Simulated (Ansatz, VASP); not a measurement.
**Two plane-wave programs on AlN**

Contents of INCAR:

```
ALGO = Normal ; EDIFF = 1E-7
ENCUT = 520 ; GGA = PS
ISIF = 2 ; ISMEAR = 0
LASPH = True ; LCHARG = False
LREAL = False ; LWAVE = False
NBANDS = 16 ; NELM = 100
PREC = Accurate ; SIGMA = 0.05
```

The input KPOINTS:

```
k-points
0
Gamma
  9 9 6
```

Contents of POSCAR:

```
AlN
1.0
    3.4005000000      0.0000000000      0.0000000000
   -1.7002500000      2.9449193856      0.0000000000
    0.0000000000      0.0000000000      4.0572000000
Al N
2 2
Direct
    0.3333333333      0.6666666667      0.7500000000
    0.6666666667      0.3333333333      0.2500000000
    0.3333333333      0.6666666667      0.2500000000
    0.6666666667      0.3333333333      0.7500000000
```

Input for Ansatz:

```yaml
crystal:
  lattice:
    - [3.4005, 0.0, 0.0]
    - [-1.70025, 2.9449193856, 0.0]
    - [0.0, 0.0, 4.0572]
  atoms:
    - { symbol: Al, position: [0.3333333333, 0.6666666667, 0.75] }
    - { symbol: Al, position: [0.6666666667, 0.3333333333, 0.25] }
    - { symbol: "N", position: [0.3333333333, 0.6666666667, 0.25] }
    - { symbol: "N", position: [0.6666666667, 0.3333333333, 0.75] }
basis:
  ecutwfc: 520.0
kpoints:
  mp_grid: { grid: [9, 9, 6] }
hamiltonian:
  xc: pbesol
  pseudopotentials: { kind: paw, azcp: { folder: soft_1 } }
scf:
  occupations: { method: gaussian, width: 0.05 }
output:
  forces: true
  stress: true
  eigenvalues: true
  write_density: true
  write_potential: true
  elf: true
  volumetric_format: npy
```

Alike in both runs: task single point; functional PBEsol; k mesh 9 × 9 × 6; occupations gaussian, width 0.05 eV; no spin polarisation.

|  | VASP | Ansatz |
| --- | --- | --- |
| version | VASP 6.6.1 | Ansatz 0.2.0 |
| potentials or method | VASP PAW PBE potentials, release 64 (Al, N), cutoff 520 eV | scalar-relativistic, plane waves, PAW |
| valence electrons in the cell | 16 | 16 |

```tsv
	VASP	Ansatz	Ansatz less VASP
gap on the k mesh at the Fermi level (eV)	3.21	3.20	-0.010
least direct gap on the mesh (eV)	3.21	3.20	-0.010
pressure (GPa)	-8.0	-8.0	+0.02
traceless stress, the component that is largest in VASP (GPa)	6.49	6.42	-0.069
```

VASP's potentials were made for PBE, not for PBEsol, and Ansatz warns of the same on its side.
